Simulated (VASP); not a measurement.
Zr, 2 atoms in the cell. It takes space group P6_3/mmc (No. 194, hexagonal). The conventional cell has a = 3.183 Å, b = 3.183 Å, c = 5.118 Å, α = 90.00°, β = 90.00°, γ = 120.00°. Within 4.1 Å of Zr (site symmetry -6m2) lie 12 Zr at 3.15 to 3.18 Å. 

```yaml
Program: VASP 6.6.1
Task: single point
Functional: PBEsol
Potentials_or_basis: VASP PAW PBE potentials, release 64 (Zr_sv)
Cutoff: 520 eV
k_mesh: 15 × 15 × 8
Occupations: gaussian, width 0.1 eV
Spin: no spin polarisation
Dipole_correction: no
Further_INCAR_settings: ALGO = Normal; EDIFF = 1e-07; NBANDS = 19
```

Potentials or basis: VASP PAW PBE potentials, release 64 (Zr_sv).

The run is started by

```sh
$ cat potpaw_PBE.64/Zr_sv/POTCAR > POTCAR
$ mpirun -np 1 vasp_std > vasp.out
```

Hardware: 1 thread of Intel(R) Xeon(R) Platinum 8488C (Sapphire Rapids) (shared host).

**Question.** Estimate the wall time of this run.

**Answer.** Wall time 36 s on 1 thread of Intel(R) Xeon(R) Platinum 8488C (Sapphire Rapids), on a shared host, peak memory 0.22 GiB. Counts: scf iterations 12, k points 135.
